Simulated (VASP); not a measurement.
# Zr3Ag (P4/mmm) in VASP: a series of runs, part 2 of 3

VASP 6.6.1.

### Step 3. Electric field gradients, LDA (zz strain of +1 %)

The input, INCAR:

```
SYSTEM = Zr3Ag
PREC = Accurate
ENCUT = 520
EDIFF = 1E-8
ISMEAR = -1
SIGMA = 0.05
LREAL = .False.
LASPH = .True.
NELM = 80
ALGO = Normal
ISIF = 2
LWAVE = .False.
LCHARG = .False.
GGA = CA
LEFG = .True.
NBANDS = 32
```

The input, KPOINTS:

```
Automatic mesh
0
Gamma
  7 7 8
  0 0 0
```

The input, POSCAR:

```
Zr3Ag
1.0
    4.5660000000      0.0000000000      0.0000000000
    0.0000000000      4.5660000000      0.0000000000
    0.0000000000      0.0000000000      4.0258600000
Zr Ag
3 1
Direct
    0.5000000000      0.5000000000      0.0000000000
    0.0000000000      0.5000000000      0.5000000000
    0.5000000000      0.0000000000      0.5000000000
    0.0000000000      0.0000000000      0.0000000000
```

Potentials or basis: VASP PAW LDA potentials, release 64 (Zr_sv, Ag).

Started as:

```console
$ cat potpaw_LDA.64/Zr_sv/POTCAR potpaw_LDA.64/Ag/POTCAR > POTCAR
$ mpirun -np 1 vasp_std > vasp.out
```

OUTCAR:

```text
SYSTEM = Zr3Ag
   PREC = Accurate
   ENCUT = 520
   EDIFF = 1E-8
   ISMEAR = -1
   LREAL = .False.
   LASPH = .True.
   NELM = 80
   ISIF = 2
   GGA = CA

 ion  position               nearest neighbor table
   1  0.500  0.500  0.000-   2 3.04   3 3.04   2 3.04   3 3.04   3 3.04   3 3.04   2 3.04   2 3.04
                             4 3.23   4 3.23   4 3.23   4 3.23
   2  0.000  0.500  0.500-   1 3.04   4 3.04   1 3.04   4 3.04   4 3.04   4 3.04   1 3.04   1 3.04
                             3 3.23   3 3.23   3 3.23   3 3.23
   3  0.500  0.000  0.500-   1 3.04   4 3.04   1 3.04   4 3.04   1 3.04   1 3.04   4 3.04   4 3.04
                             2 3.23   2 3.23   2 3.23   2 3.23
   4  0.000  0.000  0.000-   2 3.04   3 3.04   2 3.04   3 3.04   2 3.04   2 3.04   3 3.04   3 3.04
                             1 3.23   1 3.23   1 3.23   1 3.23

  LATTYP: Found a simple tetragonal cell.
 ALAT       =     4.5660000000
 C/A-ratio  =     0.8817038984

  Lattice vectors:

 A1 = (   4.5660000000,   0.0000000000,   0.0000000000)
 A2 = (   0.0000000000,   4.5660000000,   0.0000000000)
 A3 = (   0.0000000000,   0.0000000000,   4.0258600000)

[... 1049 lines left out ...]
      0.00000      2.28300      2.01293         0.000000      0.000000      0.000000
      2.28300      0.00000      2.01293         0.000000      0.000000      0.000000
      0.00000      0.00000      0.00000         0.000000      0.000000      0.000000
 -----------------------------------------------------------------------------------
    total drift:                                0.000000      0.000000      0.000000

  FREE ENERGIE OF THE ION-ELECTRON SYSTEM (eV)
  ---------------------------------------------------
  free  energy   TOTEN  =       -31.6277999416 eV

  energy  without entropy=      -31.5822367616  energy(sigma->0) =      -31.60501835

 Electric field gradients (V/A^2)
---------------------------------------------------------------------
 ion       V_xx      V_yy      V_zz      V_xy      V_xz      V_yz
---------------------------------------------------------------------
   1       5.526     5.526   -11.052    -0.000     0.000     0.000
   2      36.291   -15.866   -20.425     0.000    -0.000    -0.000
   3     -15.866    36.291   -20.425    -0.000     0.000     0.000
   4      -2.184    -2.184     4.368     0.000     0.000     0.000
---------------------------------------------------------------------

 Electric field gradients after diagonalization (V/A^2)
 (convention: |V_zz| > |V_xx| > |V_yy|)
----------------------------------------------------------------------
 ion       V_xx      V_yy      V_zz     asymmetry (V_yy - V_xx)/ V_zz
----------------------------------------------------------------------
   1       5.526     5.526   -11.052       0.000
   2     -20.425   -15.866    36.291       0.126
   3     -20.425   -15.866    36.291       0.126
   4      -2.184    -2.184     4.368       0.000
----------------------------------------------------------------------

           NMR quadrupolar parameters

 Cq : quadrupolar parameter    Cq=e*Q*V_zz/h
 eta: asymmetry parameters     (V_yy - V_xx)/ V_zz
 Q  : nuclear electric quadrupole moment in mb (millibarn)
----------------------------------------------------------------------
 ion       Cq(MHz)       eta       Q (mb)
----------------------------------------------------------------------
   1      -0.027       0.000       1.000
   2       0.088       0.126       1.000
   3       0.088       0.126       1.000
   4       0.011       0.000       1.000
----------------------------------------------------------------------
```

Run time: 69 s. Hardware: 1 thread of Intel Xeon Platinum 8559C (Emerald Rapids), shared host; peak memory 0.23 GiB.

What came out:

- Free energy: -31.6278 eV
- Pressure: -5.7 GPa
- Band gap on the k mesh: zero (an odd number of electrons rules out a gap without spin polarisation)
- Largest electric field gradient by atom: Zr -11.1, +36.3 (each value once); Ag +4.4 V/Å²

Stress tensor (GPa, compression positive):
```
-6.63  0.00  0.00
 0.00 -6.63  0.00
 0.00  0.00 -3.95
```

Electric field gradients, principal values (V/Å²):
```
atom    least   middle  greatest (by size)
1 Zr    5.526    5.526             -11.052
2 Zr  -15.866  -20.425              36.291
3 Zr  -15.866  -20.425              36.291
4 Ag   -2.184   -2.184               4.368
```

Caveat: the cell differs from its parent crystal (zz strain of +1 %); the cell stands under tension; without QUAD_EFG the Cq values of the log hold for a quadrupole moment of 1 mb, not for the nuclei.

### Step 4. Electric field gradients, LDA (zz strain of +1 %)

The input, INCAR:

```
PREC = Accurate
ENCUT = 520
EDIFF = 1E-8
ISMEAR = -1
SIGMA = 0.05
LREAL = False
LASPH = True
NELM = 60
ALGO = Normal
ISIF = 2
LWAVE = False
LCHARG = False
LEFG = True
NBANDS = 32
```

The input, KPOINTS:

```
regular mesh
0
Gamma
  7 7 8
```

POSCAR is that of step 3.

Potentials or basis: VASP PAW LDA potentials, release 64 (Zr_sv, Ag).

Started as:

```console
$ cat potpaw_LDA.64/Zr_sv/POTCAR potpaw_LDA.64/Ag/POTCAR > POTCAR
$ mpirun -np 1 vasp_std > vasp.out
```

OUTCAR:

```text
PREC = Accurate
   ENCUT = 520
   EDIFF = 1E-8
   ISMEAR = -1
   LREAL = False
   LASPH = True
   NELM = 60
   ISIF = 2

 ion  position               nearest neighbor table
   1  0.500  0.500  0.000-   2 3.04   3 3.04   2 3.04   3 3.04   3 3.04   3 3.04   2 3.04   2 3.04
                             4 3.23   4 3.23   4 3.23   4 3.23
   2  0.000  0.500  0.500-   1 3.04   4 3.04   1 3.04   4 3.04   4 3.04   4 3.04   1 3.04   1 3.04
                             3 3.23   3 3.23   3 3.23   3 3.23
   3  0.500  0.000  0.500-   1 3.04   4 3.04   1 3.04   4 3.04   1 3.04   1 3.04   4 3.04   4 3.04
                             2 3.23   2 3.23   2 3.23   2 3.23
   4  0.000  0.000  0.000-   2 3.04   3 3.04   2 3.04   3 3.04   2 3.04   2 3.04   3 3.04   3 3.04
                             1 3.23   1 3.23   1 3.23   1 3.23

  LATTYP: Found a simple tetragonal cell.
 ALAT       =     4.5660000000
 C/A-ratio  =     0.8817038984

  Lattice vectors:

 A1 = (   4.5660000000,   0.0000000000,   0.0000000000)
 A2 = (   0.0000000000,   4.5660000000,   0.0000000000)
 A3 = (   0.0000000000,   0.0000000000,   4.0258600000)

Analysis of symmetry for initial positions (statically):
=====================================================================
 Subroutine PRICEL returns:
 Original cell was already a primitive cell.

 Routine SETGRP: Setting up the symmetry group for a
 simple tetragonal supercell.

 Subroutine GETGRP returns: Found 16 space group operations
 (whereof 16 operations were pure point group operations)
 out of a pool of 16 trial point group operations.

The static configuration has the point symmetry D_4h.

Analysis of symmetry for dynamics (positions and initial velocities):
=====================================================================
 Subroutine PRICEL returns:
 Original cell was already a primitive cell.

 Routine SETGRP: Setting up the symmetry group for a
 simple tetragonal supercell.

 Subroutine GETGRP returns: Found 16 space group operations
 (whereof 16 operations were pure point group operations)
 out of a pool of 16 trial point group operations.

The dynamic configuration has the point symmetry D_4h.

 Subroutine INISYM returns: Found 16 space group operations
 (whereof 16 operations are pure point group operations),
 and found     1 'primitive' translations

----------------------------------------------------------------------------------------

                                     Primitive cell

  volume of cell :      83.9326

  direct lattice vectors                    reciprocal lattice vectors
     4.566000000  0.000000000  0.000000000     0.219010074  0.000000000  0.000000000
     0.000000000  4.566000000  0.000000000     0.000000000  0.219010074  0.000000000
     0.000000000  0.000000000  4.025860000     0.000000000  0.000000000  0.248394132

  length of vectors
     4.566000000  4.566000000  4.025860000     0.219010074  0.219010074  0.248394132

  position of ions in fractional coordinates (direct lattice)
     0.500000000  0.500000000  0.000000000
     0.000000000  0.500000000  0.500000000
     0.500000000  0.000000000  0.500000000
     0.000000000  0.000000000  0.000000000
[... 95 lines left out ...]
   EFERMI_NEDOS =   21; number of points for ismear=-14 and -15
   IALGO  =     38    algorithm
   IMIX   =      4    mixing-type and parameters
     AMIX     =   0.40;   BMIX     =  1.00
     AMIX_MAG =   1.60;   BMIX_MAG =  1.00
  volume/ion in A,a.u.               =      20.98       141.60
  Fermi-wavevector in a.u.,A,eV,Ry     =   1.349369  2.549937 24.773431  1.820796
  Thomas-Fermi vector in A             =   2.476961
   LORBIT       =      0    0 simple, 1 ext, 2 COOP (PROOUT), +10 PAW based schemes
   GGA     = CA    functional components
   LHFCALC =     F    Hartree Fock is set to
   AEXX    =    0.0000 exact exchange contribution
   IVDW    =     0    specifies the selected vdW correction
   LEPSILON=     F    determine dielectric tensor
   LRPA    =     F    only Hartree local field effects (RPA)
 non-spin polarized calculation
  energy-cutoff  :      520.00
  volume of cell :       83.93
 maximum number of plane-waves:      2281
 NGX is ok and might be reduce to    36
   NGX = 17   NGY = 17   NGZ = 15

 number of electron      46.9999994 magnetization

 Free energy of the ion-electron system (eV)
  ---------------------------------------------------
  ext. energy  EPLUGINS =         0.00000000
  ---------------------------------------------------
  free energy    TOTEN  =       -31.62779994 eV

  energy without entropy =      -31.58223676  energy(sigma->0) =      -31.60501835

 E-fermi :   8.8959     XC(G=0): -11.7120

 val. band max:        8.8949850999   @ k =   0.4286   0.1429   0.3750
 cond. band min:       8.9160295027   @ k =   0.2857   0.2857   0.1250
 fundamental gap:      0.0210444028
 Fermi energy:         8.8958842333

 k-point     1 :       0.0000    0.0000    0.0000
  band No.  band energies     occupation
      1     -39.4182      2.00000
      2     -39.2825      2.00000
      3     -39.0513      2.00000
      4     -17.9715      2.00000
      5     -17.9715      2.00000
      6     -17.8688      2.00000
[... 829 lines left out ...]
     31      12.6636      0.00000
     32      13.1015      0.00000

 [... further k-points ...]

------------------------ aborting loop because EDIFF is reached ----------------------------------------

  FORCE on cell =-STRESS in cart. coord.  units (eV):
  Direction    XX          YY          ZZ          XY          YZ          ZX
  --------------------------------------------------------------------------------------
  -------------------------------------------------------------------------------------
  Total       -3.4743140     -3.4743140     -2.0711194      0.0000000      0.0000000      0.0000000
  in kB      -66.3207105    -66.3207105    -39.5353173      0.0000000      0.0000000      0.0000000
  external PRESSURE =     -57.3922461 kB  Pullay stress =       0.0000000 kB

 VOLUME and BASIS-vectors are now :
 -----------------------------------------------------------------------------
  energy-cutoff  :      520.00
  volume of cell :       83.93
      direct lattice vectors                 reciprocal lattice vectors
     4.566000000  0.000000000  0.000000000     0.219010074  0.000000000  0.000000000
     0.000000000  4.566000000  0.000000000     0.000000000  0.219010074  0.000000000
     0.000000000  0.000000000  4.025860000     0.000000000  0.000000000  0.248394132

 POSITION                                       TOTAL-FORCE (eV/Angst)
 -----------------------------------------------------------------------------------
      2.28300      2.28300      0.00000         0.000000      0.000000      0.000000
      0.00000      2.28300      2.01293         0.000000      0.000000      0.000000
      2.28300      0.00000      2.01293         0.000000      0.000000      0.000000
      0.00000      0.00000      0.00000         0.000000      0.000000      0.000000
 -----------------------------------------------------------------------------------
    total drift:                                0.000000      0.000000      0.000000

  FREE ENERGIE OF THE ION-ELECTRON SYSTEM (eV)
  ---------------------------------------------------
  free  energy   TOTEN  =       -31.6277999416 eV

  energy  without entropy=      -31.5822367616  energy(sigma->0) =      -31.60501835

 Electric field gradients (V/A^2)
---------------------------------------------------------------------
 ion       V_xx      V_yy      V_zz      V_xy      V_xz      V_yz
---------------------------------------------------------------------
   1       5.526     5.526   -11.052    -0.000     0.000     0.000
   2      36.291   -15.866   -20.425     0.000    -0.000    -0.000
   3     -15.866    36.291   -20.425    -0.000     0.000     0.000
   4      -2.184    -2.184     4.368     0.000     0.000     0.000
---------------------------------------------------------------------

 Electric field gradients after diagonalization (V/A^2)
 (convention: |V_zz| > |V_xx| > |V_yy|)
----------------------------------------------------------------------
 ion       V_xx      V_yy      V_zz     asymmetry (V_yy - V_xx)/ V_zz
----------------------------------------------------------------------
   1       5.526     5.526   -11.052       0.000
   2     -20.425   -15.866    36.291       0.126
   3     -20.425   -15.866    36.291       0.126
   4      -2.184    -2.184     4.368       0.000
----------------------------------------------------------------------

           NMR quadrupolar parameters

 Cq : quadrupolar parameter    Cq=e*Q*V_zz/h
 eta: asymmetry parameters     (V_yy - V_xx)/ V_zz
 Q  : nuclear electric quadrupole moment in mb (millibarn)
----------------------------------------------------------------------
 ion       Cq(MHz)       eta       Q (mb)
----------------------------------------------------------------------
   1      -0.027       0.000       1.000
   2       0.088       0.126       1.000
   3       0.088       0.126       1.000
   4       0.011       0.000       1.000
----------------------------------------------------------------------
```

OSZICAR:

```text
N       E                     dE             d eps       ncg     rms          rms(c)
DAV:   1     0.441337892736E+03    0.44134E+03   -0.24293E+04  3256   0.144E+03
DAV:   2    -0.787998537544E+00   -0.44213E+03   -0.42791E+03  3632   0.421E+02
DAV:   3    -0.320389759056E+02   -0.31251E+02   -0.30272E+02  5600   0.846E+01
DAV:   4    -0.336274712757E+02   -0.15885E+01   -0.15837E+01  4192   0.189E+01
DAV:   5    -0.336858155501E+02   -0.58344E-01   -0.58324E-01  4736   0.311E+00    0.203E+01
DAV:   6    -0.320919040156E+02    0.15939E+01   -0.85478E+00  3720   0.211E+01    0.975E+00
DAV:   7    -0.316874152701E+02    0.40449E+00   -0.20542E+00  4152   0.940E+00    0.374E+00
DAV:   8    -0.316326293610E+02    0.54786E-01   -0.31269E-01  4192   0.367E+00    0.100E+00
DAV:   9    -0.316278001506E+02    0.48292E-02   -0.30309E-02  4208   0.142E+00    0.690E-01
DAV:  10    -0.316283132046E+02   -0.51305E-03   -0.11806E-02  3896   0.835E-01    0.184E-01
DAV:  11    -0.316277858081E+02    0.52740E-03   -0.30861E-03  3992   0.372E-01    0.449E-02
DAV:  12    -0.316277993801E+02   -0.13572E-04   -0.17523E-04  4544   0.764E-02    0.168E-02
DAV:  13    -0.316278003526E+02   -0.97257E-06   -0.14305E-05  4208   0.261E-02    0.619E-03
DAV:  14    -0.316277999678E+02    0.38480E-06   -0.98521E-07  4472   0.797E-03    0.171E-03
DAV:  15    -0.316277999435E+02    0.24309E-07   -0.13563E-07  4312   0.230E-03    0.667E-04
DAV:  16    -0.316277999416E+02    0.19181E-08   -0.91624E-09  2664   0.752E-04
   1 F= -.31627800E+02 E0= -.31605018E+02  d E =-.455632E-01
```

It took 86 s on 1 thread of Intel Xeon Platinum 8559C (Emerald Rapids), shared host; peak memory 0.24 GiB.

Results:

```
Free energy                             : -31.6278 eV
Pressure                                : -5.7 GPa
Band gap on the k mesh                  : zero (an odd number of electrons rules out a gap without spin polarisation)
Largest electric field gradient by atom : Zr -11.1, +36.3 (each value once); Ag +4.4 V/Å²
```

Stress tensor (GPa, compression positive):
```
-6.63  0.00  0.00
 0.00 -6.63  0.00
 0.00  0.00 -3.95
```

Electric field gradients, principal values (V/Å²):
| atom | least | middle | greatest (by size) |
| --- | --- | --- | --- |
| 1 Zr | 5.526 | 5.526 | -11.052 |
| 2 Zr | -15.866 | -20.425 | 36.291 |
| 3 Zr | -15.866 | -20.425 | 36.291 |
| 4 Ag | -2.184 | -2.184 | 4.368 |

Caveat: the cell differs from its parent crystal (zz strain of +1 %); the cell stands under tension; without QUAD_EFG the Cq values of the log hold for a quadrupole moment of 1 mb, not for the nuclei.

(Continued in part 3 of 3.)

The gap in the log of VASP goes by the Fermi energy; the results here count the filled bands.